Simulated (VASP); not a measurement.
Wanted: the native input for a VASP 6.6.1 run.

- Task: single point
- Functional: PBE
- Potentials or basis: VASP PAW PBE potentials, release 64 (Sn_d, O)
- Cutoff: 520 eV
- k mesh: 9 × 9 × 9
- Occupations: fermi-dirac, width 0.05 eV
- Spin: no spin polarisation
- Dipole correction: no
- Further INCAR settings: ALGO = Normal; EDIFF = 1e-06; NBANDS = 17

The structure of SnO lies in POSCAR:

```
SnO
1.0
    3.0896014328      0.0000000000      0.0000000000
    0.0000000000      3.0896014328      0.0000000000
    0.0000000000      0.0000000000      3.0896014328
Sn O
1 1
Direct
    0.0000000000      0.0000000000      0.0000000000
    0.5000000000      0.5000000000      0.5000000000
```

These files were run (other wordings do the same):

INCAR

```
PREC = Accurate
ENCUT = 520
EDIFF = 1E-6
ISMEAR = -1
SIGMA = 0.05
LREAL = False
LASPH = True
NELM = 60
ALGO = Normal
ISIF = 2
LWAVE = False
LCHARG = True
GGA = PE
LELF = True
LVHAR = True
NBANDS = 17
```

KPOINTS

```
regular mesh
0
Gamma
  9 9 9
```

Potentials or basis: VASP PAW PBE potentials, release 64 (Sn_d, O).

The run is started by

```console
$ cat potpaw_PBE.64/Sn_d/POTCAR potpaw_PBE.64/O/POTCAR > POTCAR
$ mpirun -np 1 vasp_std > vasp.out
```

Results of the run:

```
Pressure               : 4.4 GPa
Band gap on the k mesh : 0.38 eV, indirect (least direct gap 0.98 eV)
```

Caveat: spin-orbit coupling is left out, which moves the levels of the heavy elements.

Run time: 26 s on 1 thread of AMD EPYC 7R13, on a shared host, peak memory 0.12 GiB.
